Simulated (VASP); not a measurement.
# Sr (I4/mcm) in VASP: single point with PBEsol

Aim: the single point of Sr with PBEsol.

Program: VASP 6.6.1. These are calculated values, not measurements. Logs are shortened: lines on timing, memory, paths and dates and some standing lists are left out, and cuts for length are marked.

**1. The cell of the first run**

It takes space group I4/mcm (No. 140, tetragonal). Conventional cell: a = 8.317 Å, b = 8.317 Å, c = 7.154 Å, α = 90.00°, β = 90.00°, γ = 90.00°. Sr (site symmetry m2m) has 11 Sr at 3.87 to 4.50 Å within 5.1 Å.

**2. Single point, PBEsol**

POSCAR

```
Sr
1.0
   -4.1585050000      4.1585050000      3.5768060000
    4.1585050000     -4.1585050000      3.5768060000
    4.1585050000      4.1585050000     -3.5768060000
Sr
4
Direct
    0.1645500000      0.6645500000      0.8290990000
    0.8354500000      0.3354500000      0.1709010000
    0.6645500000      0.8354500000      0.5000000000
    0.3354500000      0.1645500000      0.5000000000
```

INCAR.step1

```
ALGO = Normal ; EDIFF = 1E-7
ENCUT = 520 ; GGA = PS
ISIF = 2 ; ISMEAR = -1
LASPH = True ; LCHARG = True
LREAL = False ; LWAVE = False
NBANDS = 28 ; NELM = 100
PREC = Accurate ; SIGMA = 0.1
```

KPOINTS.step1

```
k-points
0
Gamma
  4 4 4
```

INCAR.step2

```
ALGO = Normal ; EDIFF = 1E-7
ENCUT = 520 ; GGA = PS
ICHARG = 11 ; ISIF = 2
ISMEAR = -5 ; LASPH = True
LCHARG = False ; LORBIT = 11
LREAL = False ; LWAVE = False
NEDOS = 1001 ; NELM = 100
PREC = Accurate ; SIGMA = 0.1
```

KPOINTS.step2

```
k-points
0
Gamma
  6 6 6
```

Potentials or basis: VASP PAW PBE potentials, release 64 (Sr_sv).

The run is started by

```sh
$ cat potpaw_PBE.64/Sr_sv/POTCAR > POTCAR
$ cp INCAR.step1 INCAR
$ cp KPOINTS.step1 KPOINTS
$ mpirun -np 1 vasp_std > vasp.out
$ cp INCAR.step2 INCAR
$ cp KPOINTS.step2 KPOINTS
$ mpirun -np 1 vasp_std > vasp.out
```

OUTCAR:

```text
EDIFF = 1E-7
   ENCUT = 520
   GGA = PS
   ICHARG = 11
   ISIF = 2
   ISMEAR = -5
   LASPH = True
   LORBIT = 11
   LREAL = False
   NELM = 100
   PREC = Accurate

 ion  position               nearest neighbor table
   1  0.165  0.665  0.829-   2 3.87   2 4.10   2 4.10   4 4.39   3 4.39   3 4.39   4 4.39   4 4.50
                             3 4.50   3 4.50   4 4.50
   2  0.835  0.335  0.171-   1 3.87   1 4.10   1 4.10   4 4.39   3 4.39   4 4.39   3 4.39   3 4.50
                             4 4.50   4 4.50   3 4.50
   3  0.665  0.835  0.500-   4 3.87   4 4.10   4 4.10   2 4.39   1 4.39   2 4.39   1 4.39   1 4.50
                             2 4.50   1 4.50   2 4.50
   4  0.335  0.165  0.500-   3 3.87   3 4.10   3 4.10   2 4.39   1 4.39   2 4.39   1 4.39   1 4.50
                             2 4.50   1 4.50   2 4.50

  LATTYP: Found a body centered tetragonal cell.
 ALAT       =     8.3170100000
 C/A-ratio  =     0.8601182396

  Lattice vectors:

 A1 = (  -4.1585050000,   4.1585050000,   3.5768060000)
 A2 = (   4.1585050000,  -4.1585050000,   3.5768060000)
 A3 = (   4.1585050000,   4.1585050000,  -3.5768060000)

Analysis of symmetry for initial positions (statically):
=====================================================================
 Subroutine PRICEL returns:
 Original cell was already a primitive cell.

 Routine SETGRP: Setting up the symmetry group for a
 body centered tetragonal supercell.

 Subroutine GETGRP returns: Found 16 space group operations
 (whereof  8 operations were pure point group operations)
 out of a pool of 16 trial point group operations.

The static configuration has the point symmetry C_4h.
 The point group associated with its full space group is D_4h.

Analysis of symmetry for dynamics (positions and initial velocities):
=====================================================================
 Subroutine PRICEL returns:
 Original cell was already a primitive cell.

 Routine SETGRP: Setting up the symmetry group for a
 body centered tetragonal supercell.

 Subroutine GETGRP returns: Found 16 space group operations
 (whereof  8 operations were pure point group operations)
 out of a pool of 16 trial point group operations.

The dynamic configuration has the point symmetry C_4h.
 The point group associated with its full space group is D_4h.

[... 104 lines left out ...]
   EDIFF  = 0.1E-06   stopping-criterion for ELM
   LREAL  =      F    real-space projection
   EDIFFG = 0.1E-05   stopping-criterion for IOM
   NSW    =      0    number of steps for IOM
   IBRION =     -1    ionic relax: 0-MD 1-quasi-New 2-CG
   NFREE  =      0    steps in history (QN), initial steepest desc. (CG)
   ISIF   =      2    stress and relaxation
   ISYM   =      2    0-nonsym 1-usesym 2-fastsym
   POTIM  = 0.5000    time-step for ionic-motion
   TEBEG  =    0.0;   TEEND  =   0.0 temperature during run
   PSTRESS=    0.0 pullay stress
   NELECT =      40.0000    total number of electrons
   NUPDOWN=      -1.0000    fix difference up-down
   EMIN   =  10.00;   EMAX   =-10.00  energy-range for DOS
   EFERMI =   0.00;   METHOD = LEGACY
   ISMEAR =    -5;   SIGMA  =   0.10  broadening in eV -4-tet -1-fermi 0-gaus
   EFERMI_NEDOS =   21; number of points for ismear=-14 and -15
   IALGO  =     38    algorithm
   IMIX   =      4    mixing-type and parameters
     AMIX     =   0.40;   BMIX     =  1.00
     AMIX_MAG =   1.60;   BMIX_MAG =  1.00
  volume/ion in A,a.u.               =      61.85       417.41
  Fermi-wavevector in a.u.,A,eV,Ry     =   0.891836  1.685325 10.821680  0.795371
  Thomas-Fermi vector in A             =   2.013707
   LORBIT       =     11    0 simple, 1 ext, 2 COOP (PROOUT), +10 PAW based schemes
   GGA     = PS    functional components
   LHFCALC =     F    Hartree Fock is set to
   AEXX    =    0.0000 exact exchange contribution
   IVDW    =     0    specifies the selected vdW correction
   LEPSILON=     F    determine dielectric tensor
   LRPA    =     F    only Hartree local field effects (RPA)
 non-spin polarized calculation
 Fermi weights with tetrahedron method with Bloechl corrections
  energy-cutoff  :      520.00
  volume of cell :      247.42
 maximum number of plane-waves:      6702
 NGX is ok and might be reduce to    54

 number of electron      40.0000000 magnetization

 Free energy of the ion-electron system (eV)
  ---------------------------------------------------
  ext. energy  EPLUGINS =         0.00000000
  ---------------------------------------------------
  free energy    TOTEN  =        -6.68069307 eV

  energy without entropy =       -6.68069307  energy(sigma->0) =       -6.68069307

 E-fermi :   1.0666     XC(G=0):  -7.0322

 val. band max:        1.1088109296   @ k =   0.1667   0.0000  -0.0000
 cond. band min:       1.0809256296   @ k =  -0.3333  -0.3333   0.1667
 fundamental gap:     -0.0278853000
 Fermi energy:         1.0665886684

 k-point     1 :       0.0000    0.0000    0.0000
  band No.  band energies     occupation
      1     -35.6342      2.00000
      2     -35.6237      2.00000
      3     -35.6127      2.00000
      4     -35.6127      2.00000
      5     -17.7118      2.00000
      6     -17.6688      2.00000
[... 637 lines left out ...]
     23       1.6449      0.00000
     24       1.9445      0.00000

 [... further k-points ...]
[... 5 lines left out ...]
  --------------------------------------------------------------------------------------
  -------------------------------------------------------------------------------------
  Total       -1.2781052     -1.2781052     -1.5360849      0.0000000      0.0000000      0.0000000
  in kB       -8.2765121     -8.2765121     -9.9470882      0.0000000      0.0000000      0.0000000
  external PRESSURE =      -8.8333708 kB  Pullay stress =       0.0000000 kB

 VOLUME and BASIS-vectors are now :
 -----------------------------------------------------------------------------
  energy-cutoff  :      520.00
  volume of cell :      247.42
      direct lattice vectors                 reciprocal lattice vectors
    -4.158505000  4.158505000  3.576806000     0.000000000  0.120235517  0.139789522
     4.158505000 -4.158505000  3.576806000     0.120235517  0.000000000  0.139789522
     4.158505000  4.158505000 -3.576806000     0.120235517  0.120235517  0.000000000

 POSITION                                       TOTAL-FORCE (eV/Angst)
 -----------------------------------------------------------------------------------
      5.52706      1.36856      0.00000         0.080547      0.080547     -0.000000
     -1.36856      2.78995      3.57680        -0.080547     -0.080547      0.000000
      2.78994      1.36856      3.57681        -0.080547      0.080547      0.000000
      1.36856      2.78994     -0.00000         0.080547     -0.080547      0.000000
 -----------------------------------------------------------------------------------
    total drift:                               -0.001670      0.000624      0.002851

  FREE ENERGIE OF THE ION-ELECTRON SYSTEM (eV)
  ---------------------------------------------------
  free  energy   TOTEN  =        -6.6806930721 eV

  energy  without entropy=       -6.6806930721  energy(sigma->0) =       -6.68069307

 total charge

# of ion       s       p       d       tot
------------------------------------------
    1        2.067   5.681   0.122   7.870
    2        2.067   5.681   0.122   7.870
    3        2.067   5.681   0.122   7.870
    4        2.067   5.681   0.122   7.870
--------------------------------------------------
tot          8.270  22.723   0.488  31.481
```

OSZICAR.step1:

```text
N       E                     dE             d eps       ncg     rms          rms(c)
DAV:   1     0.275205249148E+03    0.27521E+03   -0.18198E+04   728   0.119E+03
DAV:   2     0.188274187554E+02   -0.25638E+03   -0.25312E+03   868   0.288E+02
DAV:   3    -0.525875186945E+01   -0.24086E+02   -0.23902E+02  1156   0.618E+01
DAV:   4    -0.675838453633E+01   -0.14996E+01   -0.14947E+01  1056   0.152E+01
DAV:   5    -0.684064921427E+01   -0.82265E-01   -0.82216E-01  1048   0.286E+00    0.227E+01
DAV:   6    -0.676508205134E+01    0.75567E-01   -0.18407E-01   864   0.195E+00    0.122E+01
DAV:   7    -0.675928635047E+01    0.57957E-02   -0.13568E-01   948   0.188E+00    0.103E+00
DAV:   8    -0.675847467999E+01    0.81167E-03   -0.15985E-02  1068   0.496E-01    0.214E-01
DAV:   9    -0.675869425486E+01   -0.21957E-03   -0.11247E-03  1008   0.110E-01    0.879E-02
DAV:  10    -0.675874770929E+01   -0.53454E-04   -0.35793E-05   932   0.357E-02    0.213E-02
DAV:  11    -0.675875650858E+01   -0.87993E-05   -0.58450E-06  1040   0.134E-02    0.818E-03
DAV:  12    -0.675875790348E+01   -0.13949E-05   -0.93327E-07  1080   0.523E-03    0.288E-03
DAV:  13    -0.675875749942E+01    0.40406E-06   -0.23125E-07   704   0.256E-03    0.703E-04
DAV:  14    -0.675875737392E+01    0.12549E-06   -0.19396E-08   520   0.102E-03    0.294E-04
DAV:  15    -0.675875748345E+01   -0.10953E-06   -0.47349E-09   520   0.440E-04    0.897E-05
DAV:  16    -0.675875750281E+01   -0.19360E-07   -0.15978E-09   520   0.224E-04
   1 F= -.67587575E+01 E0= -.66617865E+01  d E =-.193942E+00
```

Run time: 4.5 min. Hardware: 1 thread of AMD EPYC 7R13 (Zen 3), shared host; peak memory 0.4 GiB.

What came out:

| Quantity | Value |
| --- | --- |
| Valence electrons inside the program's atomic spheres | Sr 7.87 |

Levels at points of the mesh, in eV from the Fermi level:
```
           k point  band 18  band 19  band 20  band 21  band 22  band 23
(0.00, 0.00, 0.00)    -0.09     0.18     0.22     0.22     0.24     0.36
(0.50, 0.00, 0.00)    -1.97    -0.52    -0.52     0.26     0.26     0.78
(0.50, 0.50, 0.00)    -1.87    -0.15     0.10     0.15     0.15     0.33
(0.50, 0.50, 0.50)    -1.40    -1.12    -1.04    -0.38     0.07     1.08
```

Caveat: the PAW data sets were made with another functional, which shifts forces and pressure a little.
